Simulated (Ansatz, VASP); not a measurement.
**MgO: VASP beside Ansatz**

```xyz
4
Lattice="3.3035 0.0000 0.0000 -1.6517 2.8609 0.0000 0.0000 0.0000 5.0194" Properties=species:S:1:pos:R:3 pbc="T T T"
Mg   -0.0720    1.8353    0.0184
Mg    1.7237    1.0256    2.5281
O     0.0668    1.9741    2.0125
O     1.5849    0.8868    4.5222
```

Change from the starting cell: mode 4 frozen in at -0.072 Å and mode 5 at -0.072 Å (largest displacements).

Alike in both runs: task single point; functional PBEsol; k mesh 9 × 9 × 6; occupations gaussian, width 0.05 eV; no spin polarisation.

|  | VASP | Ansatz |
| --- | --- | --- |
| version | VASP 6.6.1 | Ansatz 0.2.0 |
| potentials or method | VASP PAW PBE potentials, release 64 (Mg, O), cutoff 520 eV | scalar-relativistic, plane waves, PAW |
| valence electrons in the cell | 16 | 32 |

Ansatz gave:

* gap on the k mesh at the Fermi level (eV): 3.29
* least direct gap on the mesh (eV): 3.29
* pressure (GPa): -0.2
* traceless stress, the component that is largest in VASP (GPa): 0.31
* rms of the force components (eV/Å): 0.168

Problem. Which values does VASP return?

Solution. gap on the k mesh at the Fermi level (eV): 3.28; least direct gap on the mesh (eV): 3.28; pressure (GPa): -0.5; traceless stress, the component that is largest in VASP (GPa): 0.34; rms of the force components (eV/Å): 0.170.

VASP's potentials were made for PBE, not for PBEsol, and Ansatz warns of the same on its side. Atom by atom the forces differ by 0.002 eV/Å (rms over components). The functional is the same, so the differences come from potentials, cutoffs and numerics. VASP's potentials hold 16 valence electrons a cell and Ansatz's 32, so a difference there can come from the potentials and not from the codes.
